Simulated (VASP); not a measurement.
Runs of VASP 6.6.1 on Sr. The structure is that of space group Fm-3m (No. 225), or close to it. The cells are those of the table. 

```tsv
cell	gap on the mesh (eV)	pressure (GPa)
a = 4.217 Å, angles 60.0°, 1 atom	0.07	(a)
a = 4.290 Å, angles 60.0°, 1 atom	(b)	0.2
a = 4.326 Å, angles 60.0°, 1 atom	none	-0.1
a = 4.254 Å, angles 60.0°, 1 atom	0.05	0.5
a = 4.361 Å, angles 60.0°, 1 atom	none	-0.3
```

Alike in all rows: task electric field gradients; level r2SCAN; potentials or basis VASP PAW PBE potentials, release 64 (Sr_sv); no spin polarisation; k mesh 9 × 9 × 9; cutoff (eV) 520; smearing fermi-dirac 0.03 eV.

Fill in the values left out.

(a) 0.8; (b) 0.02.

Caveats: the PAW data sets were made with another functional, which shifts forces and pressure a little.

A k mesh can miss the band edges, and the runs leave out spin-orbit coupling on Sr.

A gap of «none» marks levels without a gap at the run's occupations.
